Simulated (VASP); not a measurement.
# Si (I4/mmm) in VASP: single point with LDA

Aim: the single point of Si with LDA.

All numbers are computed with VASP 6.6.1; they aren't measurements. Logs are shortened: lines on timing, memory, paths and dates and some standing lists are left out, and cuts for length are marked.

### 1 The cell of the first run

Symmetry: I4/mmm, No. 139, tetragonal system. Conventional cell: a = 6.602 Å, b = 6.602 Å, c = 3.817 Å, α = 90.00°, β = 90.00°, γ = 90.00°. Within 3.1 Å of Si (site symmetry m2m) lie 4 Si at 2.33 to 2.36 Å.

### 2 Single point, LDA

INCAR reads:

```
SYSTEM = Si
PREC     = Accurate       ! precision mode
ENCUT    = 520            ! plane-wave cutoff, eV
EDIFF    = 1E-6           ! SCF threshold, eV
ISMEAR   = 0              ! smearing method
SIGMA    = 0.03           ! smearing width, eV
LREAL    = .FALSE.        ! projectors in reciprocal space
LASPH    = .TRUE.         ! aspherical terms in the spheres
NELM     = 60             ! most SCF steps
ALGO     = Normal         ! electronic algorithm
ISIF     = 2              ! what is computed and relaxed
LWAVE    = .FALSE.        ! write WAVECAR
LCHARG   = .FALSE.        ! write CHGCAR
GGA      = CA             ! functional
NBANDS   = 16             ! bands
```

KPOINTS reads:

```
Automatic mesh
0
G
  10 10 10
  0 0 0
```

POSCAR reads:

```
Si
1.0
   -3.3010168807      3.3010168807      1.9082539665
    3.3010168807     -3.3010168807      1.9082539665
    3.3010168807      3.3010168807     -1.9082539665
Si
4
Direct
    0.1788454376      0.1788454376      0.3576908752
    0.8211545624      0.8211545624      0.6423091248
    0.1788454376      0.8211545624      0.0000000000
    0.8211545624      0.1788454376      0.0000000000
```

Potentials or basis: VASP PAW LDA potentials, release 64 (Si).

The run is started by

```console
> cat potpaw_LDA.64/Si/POTCAR > POTCAR
> mpirun -np 1 vasp_std > vasp.out
```

OUTCAR:

```text
SYSTEM = Si
   PREC = Accurate
   ENCUT = 520
   EDIFF = 1E-6
   ISMEAR = 0
   LREAL = .FALSE.
   LASPH = .TRUE.
   NELM = 60
   ISIF = 2
   GGA = CA

 ion  position               nearest neighbor table
   1  0.179  0.179  0.358-   2 2.33   2 2.33   3 2.36   4 2.36
   2  0.821  0.821  0.642-   1 2.33   1 2.33   4 2.36   3 2.36
   3  0.179  0.821  0.000-   4 2.33   4 2.33   2 2.36   1 2.36
   4  0.821  0.179  0.000-   3 2.33   3 2.33   2 2.36   1 2.36

  LATTYP: Found a body centered tetragonal cell.
 ALAT       =     6.6020337614
 C/A-ratio  =     0.5780806447

  Lattice vectors:

 A1 = (  -3.3010168807,   3.3010168807,   1.9082539665)
 A2 = (   3.3010168807,  -3.3010168807,   1.9082539665)
 A3 = (   3.3010168807,   3.3010168807,  -1.9082539665)

Analysis of symmetry for initial positions (statically):
=====================================================================
 Subroutine PRICEL returns:
 Original cell was already a primitive cell.

 Routine SETGRP: Setting up the symmetry group for a
 body centered tetragonal supercell.

 Subroutine GETGRP returns: Found 16 space group operations
 (whereof 16 operations were pure point group operations)
 out of a pool of 16 trial point group operations.

The static configuration has the point symmetry D_4h.

Analysis of symmetry for dynamics (positions and initial velocities):
=====================================================================
 Subroutine PRICEL returns:
 Original cell was already a primitive cell.

 Routine SETGRP: Setting up the symmetry group for a
 body centered tetragonal supercell.

 Subroutine GETGRP returns: Found 16 space group operations
 (whereof 16 operations were pure point group operations)
 out of a pool of 16 trial point group operations.

The dynamic configuration has the point symmetry D_4h.

 Subroutine INISYM returns: Found 16 space group operations
 (whereof 16 operations are pure point group operations),
 and found     1 'primitive' translations

----------------------------------------------------------------------------------------

                                     Primitive cell

  volume of cell :      83.1748

  direct lattice vectors                    reciprocal lattice vectors
    -3.301016881  3.301016881  1.908253967     0.000000000  0.151468477  0.262019631
     3.301016881 -3.301016881  1.908253967     0.151468477  0.000000000  0.262019631
     3.301016881  3.301016881 -1.908253967     0.151468477  0.151468477  0.000000000

  length of vectors
     5.043298335  5.043298335  5.043298335     0.302649941  0.302649941  0.214208775

  position of ions in fractional coordinates (direct lattice)
     0.178845438  0.178845438  0.357690875
     0.821154562  0.821154562  0.642309125
     0.178845438  0.821154562  0.000000000
     0.821154562  0.178845438  0.000000000

  ion indices of the primitive-cell ions
   primitive index   ion index
                 1           1
                 2           2
                 3           3
                 4           4

----------------------------------------------------------------------------------------

 KPOINTS: Automatic mesh

Automatic generation of k-mesh.
 Grid dimensions read from file:
 generate k-points for:   10   10   10

 Generating k-lattice:

  Cartesian coordinates                     Fractional coordinates (reciprocal lattice)
     0.000000000  0.015146848  0.026201963     0.100000000  0.000000000 -0.000000000
     0.015146848  0.000000000  0.026201963     0.000000000  0.100000000 -0.000000000
     0.015146848  0.015146848  0.000000000     0.000000000  0.000000000  0.100000000

  Length of vectors
     0.030264994  0.030264994  0.021420877

  Shift w.r.t. Gamma in fractional coordinates (k-lattice)
     0.000000000  0.000000000  0.000000000

 Subroutine IBZKPT returns following result:
 ===========================================

 Found    102 irreducible k-points:

 Following reciprocal coordinates:
            Coordinates               Weight
  0.000000  0.000000  0.000000      1.000000
  0.100000  0.000000 -0.000000      8.000000
  0.200000  0.000000 -0.000000      8.000000
  0.300000  0.000000 -0.000000      8.000000
  0.400000 -0.000000  0.000000      8.000000
  0.500000  0.000000  0.000000      4.000000
[... 16 lines left out ...]
  0.300000  0.300000  0.000000      8.000000
  0.400000  0.300000  0.000000     16.000000
 [... further k-points ...]
   k-points           NKPTS =    102   k-points in BZ     NKDIM =    102   number of bands    NBANDS=     16
   number of dos      NEDOS =    301   number of ions     NIONS =      4
   total plane-waves  NPLWV =  64000
   dimension x,y,z NGX =    40 NGY =   40 NGZ =   40
   dimension x,y,z NGXF=    80 NGYF=   80 NGZF=   80
   ions per type =               4
   NGX,Y,Z   is equivalent  to a cutoff of  13.19, 13.19, 13.19 a.u.
   NGXF,Y,Z  is equivalent  to a cutoff of  26.37, 26.37, 26.37 a.u.
 SYSTEM =  Si
   PREC   = accura    normal or accurate (medium, high low for compatibility)
   ISTART =      0    job   : 0-new  1-cont  2-samecut
   ICHARG =      2    charge: 1-file 2-atom 10-const
   ISPIN  =      1    spin polarized calculation?
   LNONCOLLINEAR =      F non collinear calculations
   LSORBIT =      F    spin-orbit coupling
   LASPH  =      T    aspherical Exc in radial PAW
   ENCUT  =  520.0 eV  38.22 Ry    6.18 a.u.   9.38  9.38  9.38*2*pi/ulx,y,z
   NELM   =     60;   NELMIN=  2; NELMDL= -5     # of ELM steps
   EDIFF  = 0.1E-05   stopping-criterion for ELM
   LREAL  =      F    real-space projection
   EDIFFG = 0.1E-04   stopping-criterion for IOM
   NSW    =      0    number of steps for IOM
   IBRION =     -1    ionic relax: 0-MD 1-quasi-New 2-CG
   NFREE  =      0    steps in history (QN), initial steepest desc. (CG)
   ISIF   =      2    stress and relaxation
   ISYM   =      2    0-nonsym 1-usesym 2-fastsym
   POTIM  = 0.5000    time-step for ionic-motion
   TEBEG  =    0.0;   TEEND  =   0.0 temperature during run
   PSTRESS=    0.0 pullay stress
   NELECT =      16.0000    total number of electrons
   NUPDOWN=      -1.0000    fix difference up-down
   EMIN   =  10.00;   EMAX   =-10.00  energy-range for DOS
   EFERMI =   0.00;   METHOD = LEGACY
   ISMEAR =     0;   SIGMA  =   0.03  broadening in eV -4-tet -1-fermi 0-gaus
   EFERMI_NEDOS =   21; number of points for ismear=-14 and -15
   IALGO  =     38    algorithm
   IMIX   =      4    mixing-type and parameters
     AMIX     =   0.40;   BMIX     =  1.00
     AMIX_MAG =   1.60;   BMIX_MAG =  1.00
  volume/ion in A,a.u.               =      20.79       140.32
  Fermi-wavevector in a.u.,A,eV,Ry     =   0.945042  1.785870 12.151413  0.893104
  Thomas-Fermi vector in A             =   2.072905
   LORBIT       =      0    0 simple, 1 ext, 2 COOP (PROOUT), +10 PAW based schemes
   GGA     = CA    functional components
   LHFCALC =     F    Hartree Fock is set to
   AEXX    =    0.0000 exact exchange contribution
   IVDW    =     0    specifies the selected vdW correction
   LEPSILON=     F    determine dielectric tensor
   LRPA    =     F    only Hartree local field effects (RPA)
 non-spin polarized calculation
 Gauss-broadening in eV      SIGMA  =   0.03
  energy-cutoff  :      520.00
  volume of cell :       83.17
 maximum number of plane-waves:      2260
 NGX is ok and might be reduce to    40
   NGX = 19   NGY = 19   NGZ = 19

 number of electron      16.0000000 magnetization

 Free energy of the ion-electron system (eV)
  ---------------------------------------------------
  ext. energy  EPLUGINS =         0.00000000
  ---------------------------------------------------
  free energy    TOTEN  =       -23.38200607 eV

  energy without entropy =      -23.38200606  energy(sigma->0) =      -23.38200606

 E-fermi :   5.7015     XC(G=0):  -9.3878

 val. band max:        5.6062781167   @ k =   0.5000   0.5000   0.5000
 cond. band min:       5.8028696704   @ k =  -0.1000  -0.2000   0.1000
 fundamental gap:      0.1965915537
 Fermi energy:         5.7015385048

 k-point     1 :       0.0000    0.0000    0.0000
  band No.  band energies     occupation
      1      -6.5917      2.00000
      2      -2.2721      2.00000
      3      -0.0289      2.00000
      4      -0.0289      2.00000
      5       1.7485      2.00000
      6       4.0893      2.00000
[... 8 lines left out ...]
     15      10.9995      0.00000
     16      12.3019      0.00000

 k-point     2 :       0.1000    0.0000   -0.0000
  band No.  band energies     occupation
      1      -6.4789      2.00000
      2      -2.2995      2.00000
      3      -0.1737      2.00000
      4       0.1402      2.00000
      5       1.8519      2.00000
      6       3.4509      2.00000
[... 8 lines left out ...]
     15      10.5065      0.00000
     16      12.8885      0.00000

 k-point     3 :       0.2000    0.0000   -0.0000
  band No.  band energies     occupation
      1      -6.1462      2.00000
      2      -2.3177      2.00000
      3      -0.5874      2.00000
      4       0.4221      2.00000
      5       2.0075      2.00000
      6       2.3687      2.00000
[... 8 lines left out ...]
     15      10.8146      0.00000
     16      12.5009      0.00000

 k-point     4 :       0.3000    0.0000   -0.0000
  band No.  band energies     occupation
      1      -5.6166      2.00000
      2      -2.2397      2.00000
      3      -1.3044      2.00000
      4       0.2314      2.00000
      5       1.5506      2.00000
      6       2.0976      2.00000
[... 8 lines left out ...]
     15      11.8665      0.00000
     16      12.2610      0.00000

 k-point     5 :       0.4000   -0.0000    0.0000
  band No.  band energies     occupation
      1      -4.9691      2.00000
      2      -2.1988      2.00000
      3      -2.0585      2.00000
      4      -0.3096      2.00000
      5       1.2245      2.00000
      6       2.0450      2.00000
[... 8 lines left out ...]
     15      11.5525      0.00000
     16      13.1730      0.00000

 k-point     6 :       0.5000    0.0000    0.0000
  band No.  band energies     occupation
      1      -4.5652      2.00000
      2      -2.7130      2.00000
      3      -1.9297      2.00000
      4      -0.5950      2.00000
      5       1.1518      2.00000
      6       2.0091      2.00000
[... 8 lines left out ...]
     15      11.0912      0.00000
     16      13.2335      0.00000
[... 267 lines left out ...]
 k-point    21 :      -0.3000    0.2000    0.0000
  band No.  band energies     occupation
      1      -6.1508      2.00000
      2      -3.3196      2.00000
      3      -0.3397      2.00000
      4       0.6267      2.00000
      5       2.9540      2.00000
      6       3.1298      2.00000
[... 8 lines left out ...]
     15      11.5726      0.00000
     16      12.1865      0.00000

 k-point    22 :      -0.2000    0.2000    0.0000
  band No.  band energies     occupation
      1      -6.3695      2.00000
      2      -3.0759      2.00000
      3       0.0304      2.00000
      4       0.1440      2.00000
      5       2.7197      2.00000
      6       3.8684      2.00000
[... 8 lines left out ...]
     15      11.4565      0.00000
     16      13.1407      0.00000

 k-point    23 :       0.3000    0.3000    0.0000
  band No.  band energies     occupation
      1      -4.4769      2.00000
      2      -3.0911      2.00000
      3      -2.2649      2.00000
      4      -0.1384      2.00000
      5       1.0439      2.00000
      6       2.6835      2.00000
[... 8 lines left out ...]
     15      12.0277      0.00000
     16      13.4324      0.00000

 k-point    24 :       0.4000    0.3000    0.0000
  band No.  band energies     occupation
      1      -4.8761      2.00000
      2      -3.6796      2.00000
      3      -1.5743      2.00000
      4       0.5057      2.00000
      5       1.2943      2.00000
      6       2.5418      2.00000
[... 8 lines left out ...]
     15      11.7054      0.00000
     16      12.4380      0.00000

 [... further k-points ...]
[... 5 lines left out ...]
  --------------------------------------------------------------------------------------
  -------------------------------------------------------------------------------------
  Total        0.0529360      0.0529360      0.0032533      0.0000000      0.0000000      0.0000000
  in kB        1.0196953      1.0196953      0.0626681      0.0000000      0.0000000      0.0000000
  external PRESSURE =       0.7006863 kB  Pullay stress =       0.0000000 kB

 VOLUME and BASIS-vectors are now :
 -----------------------------------------------------------------------------
  energy-cutoff  :      520.00
  volume of cell :       83.17
      direct lattice vectors                 reciprocal lattice vectors
    -3.301016881  3.301016881  1.908253967     0.000000000  0.151468477  0.262019631
     3.301016881 -3.301016881  1.908253967     0.151468477  0.000000000  0.262019631
     3.301016881  3.301016881 -1.908253967     0.151468477  0.151468477  0.000000000

 POSITION                                       TOTAL-FORCE (eV/Angst)
 -----------------------------------------------------------------------------------
      1.18074      1.18074      0.00000        -0.001345     -0.001345      0.000000
      2.12027      2.12027      1.90825         0.001345      0.001345     -0.000000
      2.12027     -2.12027      1.90825         0.001345     -0.001345      0.000000
     -2.12027      2.12027      1.90825        -0.001345      0.001345      0.000000
 -----------------------------------------------------------------------------------
    total drift:                                0.000000      0.000000     -0.000000

  FREE ENERGIE OF THE ION-ELECTRON SYSTEM (eV)
  ---------------------------------------------------
  free  energy   TOTEN  =       -23.3820060653 eV

  energy  without entropy=      -23.3820060624  energy(sigma->0) =      -23.38200606
```

Wall time 3.1 min (1 thread of Intel Xeon 8259CL, shared host); peak memory 0.25 GiB.

Results:

```
Free energy            : -23.3820 eV
Pressure               : 0.1 GPa
Band gap on the k mesh : 0.20 eV (least direct gap 0.26 eV)
```

Stress tensor (GPa, compression positive):
```
0.10 0.00 0.00
0.00 0.10 0.00
0.00 0.00 0.01
```

Caveat: semilocal functionals underestimate gaps, and a narrow one can read as zero.
